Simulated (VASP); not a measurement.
# Be: single point with PBEsol

Be:

```
Be
1.0
     2.30560    0.00000    0.00000
    -1.15280    1.99671    0.00000
     0.00000    0.00000    7.34598
Be
4
Direct
  0.00000 0.00000 0.00000
  0.00000 0.00000 0.50000
  0.33333 0.66667 0.25000
  0.66667 0.33333 0.75000
```

```
Program             : VASP 6.6.1
Task                : single point
Functional          : PBEsol
Potentials or basis : VASP PAW PBE potentials, release 64 (Be)
Cutoff              : 520 eV
k mesh              : 18 × 18 × 5
Occupations         : fermi-dirac, width 0.1 eV
Spin                : no spin polarisation
```

| Quantity | Value |
| --- | --- |
| Pressure | -8.1 GPa |
| Band gap on the k mesh | zero (bands 4 and 5 overlap by 1.31 eV) |

Levels at points of the mesh, in eV from the Fermi level:
| k point | band 1 | band 2 | band 3 | band 4 | band 5 | band 6 | band 7 | band 8 |
| --- | --- | --- | --- | --- | --- | --- | --- | --- |
| (0.00, 0.00, 0.00) | -11.18 | -9.12 | -9.10 | -4.53 | 0.51 | 9.63 | 9.64 | 15.29 |
| (0.50, 0.00, 0.00) | -4.89 | -4.00 | -3.62 | -2.76 | 0.91 | 0.91 | 3.88 | 5.58 |

Wall time 17 s on 1 thread of Intel(R) Xeon(R) Platinum 8488C (Sapphire Rapids), on a shared host, peak memory 0.16 GiB.

Caveat: the cell stands under tension; the PAW data sets were made with another functional, which shifts forces and pressure a little.
